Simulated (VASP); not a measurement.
Be3W2N:

```xyz
6
Lattice="3.6649 0.0000 0.0000 0.0000 3.6649 0.0000 0.0000 0.0000 5.9465" Properties=species:S:1:pos:R:3 pbc="T T T"
Be    1.8325    0.0000    4.3662
Be    0.0000    1.8325    4.3662
Be    0.0000    0.0000    3.0152
W     1.8325    0.0000    0.2944
W     0.0000    1.8325    0.2944
N     0.0000    0.0000    1.0627
```

The cell was built from a structure type or drawn by symmetry, and may not be a known phase.

* Program: VASP 6.6.1
* Task: relaxation of cell and atoms
* Functional: PBE
* Potentials or basis: VASP PAW PBE potentials, release 64 (Be, W_sv, N)
* Cutoff: 600 eV
* k mesh: 6 × 6 × 4
* Occupations: gaussian, width 0.1 eV
* Spin: no spin polarisation

At the start: pressure 31.5 GPa; volume 13.31 Å³/atom.

Q: How do energy, volume and symmetry change on relaxing?

A: Over 32 steps the energy falls by 900.7 meV/atom and the volume is 13.23 Å³/atom (-0.6 %); space group P4mm (No. 99, to 0.1 Å) before and after.

Step by step:
| step | energy change (eV) | largest force (eV/Å) | pressure (GPa) | volume (Å³) |
| --- | --- | --- | --- | --- |
| 1 | 0.0000 | 7.4289 | 31.48 | 79.87 |
| 2 | -0.6460 | 0.6218 | -16.52 | 113.65 |
| 3 | -2.8118 | 1.2671 | -2.56 | 93.06 |
| 4 | -2.8500 | 1.3103 | -1.07 | 91.97 |
| 5 | -2.8696 | 1.3764 | 1.45 | 90.33 |
| 6 | -3.0913 | 1.4000 | -5.03 | 92.39 |
| 7 | -3.1066 | 1.3377 | -6.75 | 93.06 |
| 8 | -3.2483 | 1.2248 | -5.60 | 91.55 |
| 9 | -3.3175 | 1.9999 | -3.52 | 89.70 |
| 10 | -3.4643 | 1.6773 | -0.04 | 87.53 |
| 11 | -3.5163 | 1.3189 | 4.48 | 85.22 |
| 12 | -3.6581 | 0.8961 | 2.88 | 85.81 |
| 13 | -4.0558 | 0.6426 | -2.40 | 87.53 |
| 14 | -4.5513 | 1.2170 | -15.53 | 90.71 |
| 15 | -4.5344 | 1.2037 | -12.19 | 89.92 |
| 16 | -4.5586 | 1.2179 | -13.81 | 90.30 |
| 17 | -4.6092 | 1.1946 | -14.18 | 90.04 |
| 18 | -4.7145 | 1.5078 | -15.20 | 89.25 |
| 19 | -4.6453 | 2.7401 | -16.31 | 87.61 |
| 20 | -4.7396 | 1.8372 | -15.63 | 88.81 |
| 21 | -4.8566 | 1.7917 | -14.26 | 87.64 |
| 22 | -5.1370 | 1.6234 | -9.54 | 84.19 |
| 23 | -5.3167 | 1.1123 | 3.20 | 77.56 |
| 24 | -5.3271 | 1.2394 | 0.17 | 78.90 |
| 25 | -5.3273 | 1.2221 | 0.58 | 78.71 |
| 26 | -5.3442 | 1.1062 | 0.53 | 78.73 |
| 27 | -5.3801 | 0.7158 | 0.39 | 78.80 |
| 28 | -5.3758 | 0.5110 | 0.27 | 78.93 |
| 29 | -5.3916 | 0.3162 | 0.30 | 78.86 |
| 30 | -5.3977 | 0.2215 | 0.33 | 78.96 |
| 31 | -5.4037 | 0.0638 | 0.43 | 79.20 |
| 32 | -5.4042 | 0.0391 | -0.08 | 79.41 |

Final structure:
```
CELL_PARAMETERS angstrom
3.99839 0.00000 0.00000
0.00000 3.99839 0.00000
0.00000 0.00000 4.96695
ATOMIC_POSITIONS crystal
Be 0.50000 0.00000 0.66070
Be 0.00000 0.50000 0.66070
Be 0.00000 0.00000 0.47406
W 0.50000 0.00000 0.16526
W 0.00000 0.50000 0.16526
N 0.00000 0.00000 0.12730
```

Caveat: a cell axis changed by over 15 % at a fixed basis, so the end point is rough.
